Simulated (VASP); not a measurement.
# MnFeSe2 (R-3m) in VASP: further runs

MnFeSe2 is run at these levels: PBE+U; tasks: single point.

Program: VASP 6.6.1. These are calculated values, not measurements. Logs are shortened: lines on timing, memory, paths and dates and some standing lists are left out, and cuts for length are marked.

### 1 The cell of the first run

It takes space group R-3m (No. 166, trigonal). Conventional cell: a = 3.818 Å, b = 3.818 Å, c = 18.706 Å, α = 90.00°, β = 90.00°, γ = 120.00°. Within 3.6 Å of Mn (site symmetry -3m) lie 6 Se at 2.70 Å. Within 3.6 Å of Fe (site symmetry -3m) lie 6 Se at 2.70 Å. Within 3.6 Å of Se (site symmetry 3m) lie 3 Mn at 2.70 Å and 3 Fe at 2.70 Å.

### 2 Single point, PBE+U, collinear spin, ferrimagnetic start

Input file INCAR:

```
SYSTEM = MnFeSe2
  PREC = Accurate
  ENCUT = 600
  EDIFF = 1E-6
  ISMEAR = -1
  SIGMA = 0.1
  LREAL = .False.
  LASPH = .True.
  NELM = 200
  ALGO = Normal
  ISIF = 2
  LWAVE = .False.
  LCHARG = .True.
  ISPIN = 2
  MAGMOM = 5 -4 0 0
  LORBIT = 11
  LMAXMIX = 4
  LDAU = .True.
  LDAUTYPE = 2
  LDAUL = 2 2 -1
  LDAUU = 4 4 0
  LDAUJ = 0 0 0
  LDAUPRINT = 1
  GGA = PE
  LELF = .True.
  LVHAR = .True.
  NBANDS = 28
  GGA_COMPAT = .False.
```

Input file KPOINTS:

```
regular mesh
0
Gamma
  4 4 4
  0 0 0
```

Input file POSCAR:

```
MnFeSe2
1.0
    5.4000000000      2.7000000000      2.7000000000
    2.7000000000      5.4000000000      2.7000000000
    2.7000000000      2.7000000000      5.4000000000
Mn Fe Se
1 1 2
Direct
    0.0000000000      0.0000000000      0.0000000000
    0.5000000000      0.5000000000      0.5000000000
    0.2500000000      0.2500000000      0.2500000000
    0.7500000000      0.7500000000      0.7500000000
```

Potentials or basis: VASP PAW PBE potentials, release 64 (Mn_pv, Fe, Se).

Command:

```
cat potpaw_PBE.64/Mn_pv/POTCAR potpaw_PBE.64/Fe/POTCAR potpaw_PBE.64/Se/POTCAR > POTCAR
mpirun -np 1 vasp_std > vasp.out
```

OUTCAR:

```text
SYSTEM = MnFeSe2
   PREC = Accurate
   ENCUT = 600
   EDIFF = 1E-6
   ISMEAR = -1
   LREAL = .False.
   LASPH = .True.
   NELM = 200
   ISIF = 2
   ISPIN = 2
   LORBIT = 11
   GGA = PE

 ion  position               nearest neighbor table
   1  0.000  0.000  0.000-   4 2.70   3 2.70   4 2.70   4 2.70   3 2.70   3 2.70
   2  0.500  0.500  0.500-   3 2.70   4 2.70   3 2.70   3 2.70   4 2.70   4 2.70
   3  0.250  0.250  0.250-   1 2.70   2 2.70   1 2.70   1 2.70   2 2.70   2 2.70
   4  0.750  0.750  0.750-   2 2.70   1 2.70   2 2.70   2 2.70   1 2.70   1 2.70

  LATTYP: Found a trigonal (rhomboedric) cell.
 ALAT       =     6.6136223055
 COS(alpha) =     0.8333333333

  Lattice vectors:

 A1 = (   5.4000000000,   2.7000000000,   2.7000000000)
 A2 = (   2.7000000000,   5.4000000000,   2.7000000000)
 A3 = (   2.7000000000,   2.7000000000,   5.4000000000)

Analysis of symmetry for initial positions (statically):
=====================================================================
 Subroutine PRICEL returns:
 Original cell was already a primitive cell.

 Routine SETGRP: Setting up the symmetry group for a
 trigonal (rhombohedral) supercell.

 Subroutine GETGRP returns: Found 12 space group operations
 (whereof 12 operations were pure point group operations)
 out of a pool of 12 trial point group operations.

The static configuration has the point symmetry D_3d.

Analysis of symmetry for dynamics (positions and initial velocities):
=====================================================================
 Subroutine PRICEL returns:
 Original cell was already a primitive cell.

 Routine SETGRP: Setting up the symmetry group for a
 trigonal (rhombohedral) supercell.

 Subroutine GETGRP returns: Found 12 space group operations
 (whereof 12 operations were pure point group operations)
 out of a pool of 12 trial point group operations.

The dynamic configuration has the point symmetry D_3d.

Analysis of structural, dynamic, and magnetic symmetry:
=====================================================================
 Subroutine PRICEL returns:
 Original cell was already a primitive cell.

 Routine SETGRP: Setting up the symmetry group for a
 trigonal (rhombohedral) supercell.

 Subroutine GETGRP returns: Found 12 space group operations
 (whereof 12 operations were pure point group operations)
 out of a pool of 12 trial point group operations.

The overall configuration has the point symmetry D_3d.

[... 195 lines left out ...]
  o =  0.9743  v =  0.0000  0.0000  0.0000  0.0000  0.0000 -0.0204  0.0102 -0.9997  0.0102 -0.0000      0.0000  0.0000  0.0000  0.0000  0.0000  0.0000  0.0000  0.0000  0.0000  0.0000
  o =  0.9743  v =  0.0000  0.0000  0.0000  0.0000  0.0000  0.0000  0.0177 -0.0000 -0.0177  0.9997      0.0000  0.0000  0.0000  0.0000  0.0000  0.0000  0.0000  0.0000  0.0000  0.0000

 number of electron      32.9999999 magnetization       1.0008788

 Free energy of the ion-electron system (eV)
  ---------------------------------------------------
  ext. energy  EPLUGINS =         0.00000000
  ---------------------------------------------------
  free energy    TOTEN  =       -21.60819432 eV

  energy without entropy =      -21.55613854  energy(sigma->0) =      -21.58216643

 E-fermi :   4.8784     XC(G=0): -10.3658

 val. band max:        4.7628432585   @ k =  -0.2500   0.5000   0.2500
 cond. band min:       5.0574918917   @ k =  -0.2500   0.5000   0.2500
 fundamental gap:      0.2946486332
 Fermi energy:         4.8784476277

 spin component 1

 k-point     1 :       0.0000    0.0000    0.0000
  band No.  band energies     occupation
      1     -45.8719      1.00000
      2     -45.8624      1.00000
      3     -45.8624      1.00000
      4      -9.0977      1.00000
      5      -7.8698      1.00000
      6      -1.4978      1.00000
[... 392 lines left out ...]
     27      12.3602      0.00000
     28      12.3602      0.00000
 Fermi energy:         4.8784476277

 spin component 2

 k-point     1 :       0.0000    0.0000    0.0000
  band No.  band energies     occupation
      1     -41.0751      1.00000
      2     -41.0697      1.00000
      3     -41.0697      1.00000
      4      -9.1331      1.00000
      5      -7.9373      1.00000
      6      -1.4453      1.00000
[... 392 lines left out ...]
     27      12.6469      0.00000
     28      12.6469      0.00000

------------------------ aborting loop because EDIFF is reached ----------------------------------------

  FORCE on cell =-STRESS in cart. coord.  units (eV):
  Direction    XX          YY          ZZ          XY          YZ          ZX
  --------------------------------------------------------------------------------------
  -------------------------------------------------------------------------------------
  Total        0.5220451      0.5220451      0.5220451      0.0604908      0.0604908      0.0604908
  in kB       10.6234918     10.6234918     10.6234918      1.2309739      1.2309739      1.2309739
  external PRESSURE =      10.6234918 kB  Pullay stress =       0.0000000 kB

 VOLUME and BASIS-vectors are now :
 -----------------------------------------------------------------------------
  energy-cutoff  :      600.00
  volume of cell :       78.73
      direct lattice vectors                 reciprocal lattice vectors
     5.400000000  2.700000000  2.700000000     0.277777778 -0.092592593 -0.092592593
     2.700000000  5.400000000  2.700000000    -0.092592593  0.277777778 -0.092592593
     2.700000000  2.700000000  5.400000000    -0.092592593 -0.092592593  0.277777778

 POSITION                                       TOTAL-FORCE (eV/Angst)
 -----------------------------------------------------------------------------------
      0.00000      0.00000      0.00000        -0.000000      0.000000     -0.000000
      5.40000      5.40000      5.40000        -0.000000      0.000000     -0.000000
      2.70000      2.70000      2.70000        -0.224640     -0.224640     -0.224640
      8.10000      8.10000      8.10000         0.224640      0.224640      0.224640
 -----------------------------------------------------------------------------------
    total drift:                                0.000000     -0.000000      0.000000

  FREE ENERGIE OF THE ION-ELECTRON SYSTEM (eV)
  ---------------------------------------------------
  free  energy   TOTEN  =       -21.6081943185 eV

  energy  without entropy=      -21.5561385405  energy(sigma->0) =      -21.58216643

 total charge

# of ion       s       p       d       tot
------------------------------------------
    1        0.231   6.163   4.903  11.297
    2        0.282   0.263   6.107   6.653
    3        1.444   2.428   0.028   3.900
    4        1.444   2.428   0.028   3.900
--------------------------------------------------
tot          3.401  11.282  11.066  25.749

 magnetization (x)

# of ion       s       p       d       tot
------------------------------------------
    1        0.039   0.019   4.430   4.487
    2       -0.012  -0.009  -3.486  -3.507
    3        0.000  -0.075   0.005  -0.070
    4        0.000  -0.075   0.005  -0.070
--------------------------------------------------
tot          0.026  -0.140   0.954   0.840
```

stdout:

```text
POSCAR found type information on POSCAR MnFeSe
 POSCAR found :  3 types and       4 ions
 scaLAPACK will be used
 LDA part: xc-table for (Slater+PW92), standard interpolation
 POSCAR, INCAR and KPOINTS ok, starting setup
 FFT: planning ... GRIDC
 FFT: planning ... GRID_SOFT
 FFT: planning ... GRID
 WAVECAR not read
 entering main loop
```

Run time: 3.1 min. Hardware: 1 thread of Intel Xeon 6975P-C (Granite Rapids), shared host; peak memory 0.52 GiB.

Results:

| Property | Result |
| --- | --- |
| Free energy | -21.6082 eV |
| Pressure | 1.1 GPa |
| Largest force | 0.389 eV/Å |
| Band gap on the k mesh | zero (filled and empty bands overlap) |
| Net moment | 1.00 μB per cell |
| Site moments | Mn +4.49; Fe -3.51; Se -0.07 μB |
| Valence electrons inside the program's atomic spheres | Mn 11.30; Fe 6.65; Se 3.90 |

Forces on the atoms (eV/Å):
```
Mn   0.000  0.000  0.000
Fe   0.000  0.000  0.000
Se  -0.225 -0.225 -0.225
Se   0.225  0.225  0.225
```

Eigenvalues of the final occupation matrices:
```csv
site,spin,trace,eigenvalues
site 1 d,1,4.68,0.93 0.93 0.93 0.94 0.94
site 1 d,2,0.24,0.02 0.02 0.02 0.10 0.10
site 2 d,1,1.32,0.02 0.09 0.09 0.56 0.56
site 2 d,2,4.81,0.95 0.95 0.95 0.97 0.97
```

Caveat: the k points lie up to 0.48 Å⁻¹ apart.

### 3 Single point, PBE+U, collinear spin, ferromagnetic start

Input file INCAR:

```
ALGO = Normal
EDIFF = 1E-6
ENCUT = 600
GGA = PE
GGA_COMPAT = F
ISIF = 2
ISMEAR = -1
ISPIN = 2
LASPH = T
LCHARG = T
LDAU = T
LDAUJ = 0 0 0
LDAUL = 2 2 -1
LDAUPRINT = 1
LDAUTYPE = 2
LDAUU = 4 4 0
LELF = T
LMAXMIX = 4
LORBIT = 11
LREAL = F
LVHAR = T
LWAVE = F
MAGMOM = 5 4 0 0
NBANDS = 28
NELM = 200
PREC = Accurate
SIGMA = 0.1
```

Input file KPOINTS:

```
k-points
0
Gamma
  4 4 4
```

POSCAR is that of step 2.

Potentials or basis: VASP PAW PBE potentials, release 64 (Mn_pv, Fe, Se).

Command:

```
cat potpaw_PBE.64/Mn_pv/POTCAR potpaw_PBE.64/Fe/POTCAR potpaw_PBE.64/Se/POTCAR > POTCAR
mpirun -np 1 vasp_std > vasp.out
```

OUTCAR:

```text
EDIFF = 1E-6
   ENCUT = 600
   GGA = PE
   ISIF = 2
   ISMEAR = -1
   ISPIN = 2
   LASPH = T
   LORBIT = 11
   LREAL = F
   NELM = 200
   PREC = Accurate

 ion  position               nearest neighbor table
   1  0.000  0.000  0.000-   4 2.70   3 2.70   4 2.70   4 2.70   3 2.70   3 2.70
   2  0.500  0.500  0.500-   3 2.70   4 2.70   3 2.70   3 2.70   4 2.70   4 2.70
[... 1093 lines left out ...]
  energy-cutoff  :      600.00
  volume of cell :       78.73
      direct lattice vectors                 reciprocal lattice vectors
     5.400000000  2.700000000  2.700000000     0.277777778 -0.092592593 -0.092592593
     2.700000000  5.400000000  2.700000000    -0.092592593  0.277777778 -0.092592593
     2.700000000  2.700000000  5.400000000    -0.092592593 -0.092592593  0.277777778

 POSITION                                       TOTAL-FORCE (eV/Angst)
 -----------------------------------------------------------------------------------
      0.00000      0.00000      0.00000        -0.000000     -0.000000     -0.000000
      5.40000      5.40000      5.40000        -0.000000     -0.000000     -0.000000
      2.70000      2.70000      2.70000        -0.263854     -0.263854     -0.263854
      8.10000      8.10000      8.10000         0.263854      0.263854      0.263854
 -----------------------------------------------------------------------------------
    total drift:                                0.000000     -0.000000      0.000000

  FREE ENERGIE OF THE ION-ELECTRON SYSTEM (eV)
  ---------------------------------------------------
  free  energy   TOTEN  =       -21.9261695807 eV

  energy  without entropy=      -21.9151069306  energy(sigma->0) =      -21.92063826

 total charge

# of ion       s       p       d       tot
------------------------------------------
    1        0.227   6.169   4.890  11.287
    2        0.298   0.279   6.020   6.598
    3        1.439   2.462   0.024   3.925
    4        1.439   2.462   0.024   3.925
--------------------------------------------------
tot          3.404  11.372  10.959  25.735

 magnetization (x)

# of ion       s       p       d       tot
------------------------------------------
    1        0.052   0.042   4.493   4.586
    2        0.051   0.037   3.611   3.700
    3        0.019   0.081   0.011   0.111
    4        0.019   0.081   0.011   0.111
--------------------------------------------------
tot          0.141   0.241   8.125   8.507
```

stdout:

```text
POSCAR found type information on POSCAR MnFeSe
 POSCAR found :  3 types and       4 ions
 scaLAPACK will be used
 LDA part: xc-table for (Slater+PW92), standard interpolation
 POSCAR, INCAR and KPOINTS ok, starting setup
 FFT: planning ... GRIDC
 FFT: planning ... GRID_SOFT
 FFT: planning ... GRID
 WAVECAR not read
 entering main loop
```

It took 3.3 min on 1 thread of Intel Xeon 6975P-C (Granite Rapids), shared host; peak memory 0.54 GiB.

What came out:

```yaml
Free_energy: -21.9262 eV
Pressure: 3.5 GPa
Largest_force: 0.457 eV/Å
Band_gap_on_the_k_mesh: 0.39 eV, direct
Net_moment: 8.99 μB per cell
Site_moments: Mn +4.59; Fe +3.70; Se +0.11 μB
Valence_electrons_inside_the_program's_atomic_spheres: Mn 11.29; Fe 6.60; Se 3.92
```

Forces in eV/Å, atoms in the order of the input:
```
Mn   0.000  0.000  0.000
Fe   0.000  0.000  0.000
Se  -0.264 -0.264 -0.264
Se   0.264  0.264  0.264
```

Stress tensor (GPa, compression positive):
```
 3.47 -0.42 -0.42
-0.42  3.47 -0.42
-0.42 -0.42  3.47
```

Levels at points of the mesh, in eV from the valence-band top:
Spin up:
```csv
k point,band 18,band 19,band 20,band 21,band 22,band 23,band 24,band 25
"(0.00, 0.00, 0.00)",-0.98,-0.98,-0.04,-0.04,1.47,2.99,5.22,5.22
"(0.50, 0.00, 0.00)",-2.54,-2.20,-1.66,-1.43,2.50,2.78,5.92,6.08
"(0.50, 0.50, 0.00)",-2.83,-2.81,-0.01,0.00,0.39,2.89,4.83,5.18
"(0.50, 0.50, 0.50)",-0.65,-0.65,-0.40,-0.40,3.51,3.59,6.76,6.76
```
Spin down:
```csv
k point,band 8,band 9,band 10,band 11,band 12,band 13,band 14,band 15,band 16,band 17
"(0.00, 0.00, 0.00)",-2.39,-2.18,-0.81,-0.79,-0.79,0.93,0.93,1.54,1.54,2.36
"(0.50, 0.00, 0.00)",-3.55,-3.42,-2.43,-2.42,-2.00,1.07,1.19,1.81,2.23,2.47
"(0.50, 0.50, 0.00)",-2.73,-2.56,-2.55,-2.30,-1.87,0.53,1.13,1.59,2.15,2.30
"(0.50, 0.50, 0.50)",-1.91,-1.89,-1.89,-1.71,-1.71,1.44,1.44,2.11,2.11,2.18
```

Eigenvalues of the final occupation matrices:
```
    site  spin  trace               eigenvalues
site 1 d     1   4.71  0.93 0.93 0.93 0.95 0.95
site 1 d     2   0.20  0.01 0.01 0.02 0.08 0.08
site 2 d     1   4.83  0.95 0.96 0.96 0.98 0.98
site 2 d     2   1.21  0.02 0.02 0.12 0.12 0.93
```

Caveat: the k points lie up to 0.48 Å⁻¹ apart; only a ferromagnetic start was run, and an antiferromagnetic order may lie lower in energy. The state reached can hang on the start; a lower one may exist.
